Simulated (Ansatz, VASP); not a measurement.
**Two plane-wave programs on Mo**

```
Mo
1.0
     2.75548    0.00000    0.00000
    -1.37774    2.38631    0.00000
     0.00000    0.00000    4.90289
Mo
2
Cartesian
  0.0000 1.5909 1.2257
  1.3777 0.7954 3.6772
```

Alike in both runs: functional PBE; k mesh 18 × 18 × 8; occupations gaussian, width 0.1 eV; no spin polarisation.

Ansatz relaxed the structure, and its values are those at the end. VASP's run is a single point on that final structure, the one shown.

```csv
,VASP,Ansatz
version,VASP 6.6.1,Ansatz 0.2.0
potentials or method,"VASP PAW PBE potentials, release 64 (Mo_sv), cutoff 520 eV","scalar-relativistic, plane waves, PAW"
valence electrons in the cell,28,28
```

```csv
,VASP,Ansatz,Ansatz less VASP
gap on the k mesh at the Fermi level (eV),none,none,-
pressure (GPa),0.5,0.0,-0.47
```

A gap of «none» marks a metal or a gap that the smearing closes. With one functional, cell and mesh, what is left measures potentials, basis and numerics.
